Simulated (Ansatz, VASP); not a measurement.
**InP in VASP and in Ansatz**

File INCAR:

```
SYSTEM = InP
PREC = Accurate ; ENCUT = 520
EDIFF = 1E-6 ; ISMEAR = 0
SIGMA = 0.15 ; LREAL = .False.
LASPH = .True. ; NELM = 100
ALGO = Normal ; ISIF = 2
LWAVE = .False. ; LCHARG = .False.
GGA = PE ; NBANDS = 16
```

Contents of KPOINTS:

```
Automatic mesh
0
Gamma
  14 14 14
  0 0 0
```

File POSCAR:

```
InP
1.0
    0.0000000000      2.7701982124      2.7701982124
    2.9641120873      0.0000000000      2.7701982124
    2.9641120873      2.7701982124      0.0000000000
In P
1 1
Direct
   -0.0136966031      0.0136966031      0.0136966031
    0.5507725402      0.4492274598      0.4492274598
```

Input for Ansatz:

```yaml
crystal:
  lattice:
    - [0.0, 2.7701982124, 2.7701982124]
    - [2.9641120873, 0.0, 2.7701982124]
    - [2.9641120873, 2.7701982124, 0.0]
  atoms:
    - { symbol: In, position: [-0.0136966031, 0.0136966031, 0.0136966031] }
    - { symbol: P, position: [0.5507725402, 0.4492274598, 0.4492274598] }
basis:
  ecutwfc: 420
kpoints:
  mp_grid: { grid: [14, 14, 14] }
hamiltonian:
  xc: pbe
  pseudopotentials: { kind: paw, azcp: { folder: soft_1 } }
scf:
  occupations: { method: gaussian, width: 0.15 }
output:
  forces: true
  stress: true
  eigenvalues: true
```

Change from the starting cell: mode 4 frozen in at -0.281 Å, normal strain along x +0.0700.

Alike in both runs: task single point; functional PBE; k mesh 14 × 14 × 14; occupations gaussian, width 0.15 eV; no spin polarisation.

|  | VASP | Ansatz |
| --- | --- | --- |
| version | VASP 6.6.1 | Ansatz 0.2.0 |
| potentials or method | VASP PAW PBE potentials, release 64 (In_d, P), cutoff 520 eV | scalar-relativistic, plane waves, PAW |
| valence electrons in the cell | 18 | 18 |

```tsv
	VASP	Ansatz	Ansatz less VASP
gap on the k mesh at the Fermi level (eV)	none	none	-
pressure (GPa)	-1.9	-1.9	+0.04
traceless stress, the component that is largest in VASP (GPa)	3.77	3.79	+0.021
rms of the force components (eV/Å)	0.129	0.129	+0.0005
```

Atom by atom the forces differ by 0.001 eV/Å (rms over components). A gap of «none» marks a metal or a gap that the smearing closes.
